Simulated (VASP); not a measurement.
# AlN (F-43m) in VASP: a series of runs, part 2 of 2

VASP 6.6.1.

## (3) Single point, r2SCAN (volume scaled by 1.10)

POSCAR

```
AlN
1.0
    0.0000000000      2.2554294728      2.2554294728
    2.2554294728      0.0000000000      2.2554294728
    2.2554294728      2.2554294728      0.0000000000
Al N
1 1
Direct
    0.0000000000      0.0000000000      0.0000000000
    0.7500000000      0.7500000000      0.7500000000
```

INCAR.step1

```
PREC = Accurate
ENCUT = 520
ISMEAR = 0
SIGMA = 0.02
LREAL = F
LASPH = T
NELM = 60
NBANDS = 11
GGA = PE
ALGO = Normal
EDIFF = 1E-4
LWAVE = T
LCHARG = F
```

INCAR.step2

```
PREC = Accurate
ENCUT = 520
EDIFF = 1E-6
ISMEAR = 0
SIGMA = 0.02
LREAL = F
LASPH = T
NELM = 60
ALGO = Normal
ISIF = 2
LWAVE = F
LCHARG = F
METAGGA = R2SCAN
LMIXTAU = T
NBANDS = 11
ISTART = 1
```

KPOINTS

```
Automatic mesh
0
Gamma
  10 10 10
```

Potentials or basis: VASP PAW PBE potentials, release 64 (Al, N).

Command:

```sh
> cat potpaw_PBE.64/Al/POTCAR potpaw_PBE.64/N/POTCAR > POTCAR
> cp INCAR.step1 INCAR
> mpirun -np 1 vasp_std > vasp.out
> cp INCAR.step2 INCAR
> mpirun -np 1 vasp_std > vasp.out
```

OUTCAR:

```text
PREC = Accurate
   ENCUT = 520
   EDIFF = 1E-6
   ISMEAR = 0
   LREAL = F
   LASPH = T
   NELM = 60
   ISIF = 2
   METAGGA = R2SCAN
   ISTART = 1

 ion  position               nearest neighbor table
   1  0.000  0.000  0.000-   2 1.95   2 1.95   2 1.95   2 1.95
   2  0.750  0.750  0.750-   1 1.95   1 1.95   1 1.95   1 1.95

  LATTYP: Found a face centered cubic cell.
 ALAT       =     4.5108589456

  Lattice vectors:

[... 512 lines left out ...]
      4       3.4826      2.00000
      5      10.1529      0.00000
      6      14.5492      0.00000
      7      16.9853      0.00000
      8      19.4335      0.00000
      9      19.9268      0.00000
     10      26.1492      0.00000
     11      27.9667      0.00000

 [... further k-points ...]
[... 5 lines left out ...]
  --------------------------------------------------------------------------------------
  -------------------------------------------------------------------------------------
  Total       -2.4490228     -2.4490228     -2.4490228     -0.0000000     -0.0000000      0.0000000
  in kB     -170.9958886   -170.9958886   -170.9958886     -0.0000000     -0.0000000      0.0000000
  external PRESSURE =    -170.9958886 kB  Pullay stress =       0.0000000 kB

 VOLUME and BASIS-vectors are now :
 -----------------------------------------------------------------------------
  energy-cutoff  :      520.00
  volume of cell :       22.95
      direct lattice vectors                 reciprocal lattice vectors
     0.000000000  2.255429473  2.255429473    -0.221687269  0.221687269  0.221687269
     2.255429473  0.000000000  2.255429473     0.221687269 -0.221687269  0.221687269
     2.255429473  2.255429473  0.000000000     0.221687269  0.221687269 -0.221687269

 POSITION                                       TOTAL-FORCE (eV/Angst)
 -----------------------------------------------------------------------------------
      0.00000      0.00000      0.00000        -0.000000     -0.000000     -0.000000
      3.38314      3.38314      3.38314         0.000000      0.000000      0.000000
 -----------------------------------------------------------------------------------
    total drift:                               -0.000005     -0.000005     -0.000005

  FREE ENERGIE OF THE ION-ELECTRON SYSTEM (eV)
  ---------------------------------------------------
  free  energy   TOTEN  =       -19.0590292393 eV

  energy  without entropy=      -19.0590292393  energy(sigma->0) =      -19.05902924
```

Wall time 13 s (1 thread of Intel Xeon 6975P-C (Granite Rapids), shared host); peak memory 0.14 GiB.

Results:

| Item | Value |
| --- | --- |
| Free energy | -19.0590 eV |
| Pressure | -17.1 GPa |
| Band gap on the k mesh | 3.85 eV, indirect (least direct gap 4.02 eV) |

Caveat: the cell differs from its parent crystal (volume scaled by 1.10); the PAW data sets were made with another functional, which shifts forces and pressure a little.

## (4) Relaxation of cell and atoms, r2SCAN

This run uses another cell than the first one, of 10.42 Å³/atom, 0.942 times its volume.

POSCAR

```
AlN
1.0
    0.0000000000      2.1839935596      2.1839935596
    2.1839935596      0.0000000000      2.1839935596
    2.1839935596      2.1839935596      0.0000000000
Al N
1 1
Direct
    0.0000000000      0.0000000000      0.0000000000
    0.7500000000      0.7500000000      0.7500000000
```

INCAR.step1

```
SYSTEM = AlN
  PREC = Accurate
  ENCUT = 600
  ISMEAR = 0
  SIGMA = 0.02
  LREAL = .FALSE.
  LASPH = .TRUE.
  NELM = 60
  GGA = PE
  ALGO = Normal
  EDIFF = 1E-4
  LWAVE = .TRUE.
  LCHARG = .FALSE.
```

INCAR.step2

```
SYSTEM = AlN
  PREC = Accurate
  ENCUT = 600
  EDIFF = 1E-7
  ISMEAR = 0
  SIGMA = 0.02
  LREAL = .FALSE.
  LASPH = .TRUE.
  NELM = 60
  ALGO = Normal
  ISIF = 3
  LWAVE = .FALSE.
  LCHARG = .FALSE.
  METAGGA = R2SCAN
  LMIXTAU = .TRUE.
  IBRION = 2
  NSW = 100
  EDIFFG = -0.005
  ISTART = 1
```

KPOINTS

```
regular mesh
0
G
  10 10 10
  0 0 0
```

Command:

```sh
> cat potpaw_PBE.64/Al/POTCAR potpaw_PBE.64/N/POTCAR > POTCAR
> cp INCAR.step1 INCAR
> mpirun -np 1 vasp_std > vasp.out
> cp INCAR.step2 INCAR
> mpirun -np 1 vasp_std > vasp.out
```

Wall time 31 s (1 thread of Intel Xeon 6975P-C (Granite Rapids), shared host); peak memory 0.15 GiB.

Results (log left out):

| Property | Result |
| --- | --- |
| Free energy | -19.1797 eV |
| Pressure after relaxing | -0.1 GPa |
| Band gap on the k mesh | 3.93 eV, indirect (least direct gap 4.89 eV) |

Final structure:
```
CELL_PARAMETERS angstrom
0.00000 2.18399 2.18399
2.18399 0.00000 2.18399
2.18399 2.18399 0.00000
ATOMIC_POSITIONS crystal
Al 0.00000 0.00000 0.00000
N 0.75000 0.75000 0.75000
```

Levels at points of the mesh, in eV from the valence-band top:
| k point | band 1 | band 2 | band 3 | band 4 | band 5 | band 6 | band 7 | band 8 |
| --- | --- | --- | --- | --- | --- | --- | --- | --- |
| (0.00, 0.00, 0.00) | -15.74 | 0.00 | 0.00 | 0.00 | 4.89 | 13.52 | 13.52 | 13.52 |
| (0.50, 0.00, 0.00) | -13.73 | -5.90 | -0.49 | -0.49 | 8.21 | 10.82 | 11.94 | 11.94 |
| (0.50, 0.50, 0.00) | -13.10 | -4.95 | -1.81 | -1.81 | 3.93 | 9.48 | 15.20 | 16.95 |

Caveat: the relaxation stopped at its first step, so nothing moved; the PAW data sets were made with another functional, which shifts forces and pressure a little. r2SCAN opens gaps a little over a GGA but as a rule still falls short of measured ones.

## (5) Summary

```tsv
task	cell	cutoff (eV)	gap on the mesh (eV)	pressure (GPa)
single point	a = 3.151 Å, angles 60.0°, 2 atoms	520	3.89	-11.3
single point	a = 3.190 Å, angles 60.0°, 2 atoms	520	3.85	-17.1
relaxation of cell and atoms	relaxed from a = 3.089 Å, angles 60.0°, 2 atoms	600	3.93	-0.1
```

Alike in all rows: level r2SCAN; potentials or basis VASP PAW PBE potentials, release 64 (Al, N); no spin polarisation; k mesh 10 × 10 × 10; smearing gaussian 0.02 eV.

Caveats: the PAW data sets were made with another functional, which shifts forces and pressure a little; the relaxation stopped at its first step, so nothing moved (some runs).

Total energies depend on the potentials used, so only differences within one code and one set of settings carry meaning.
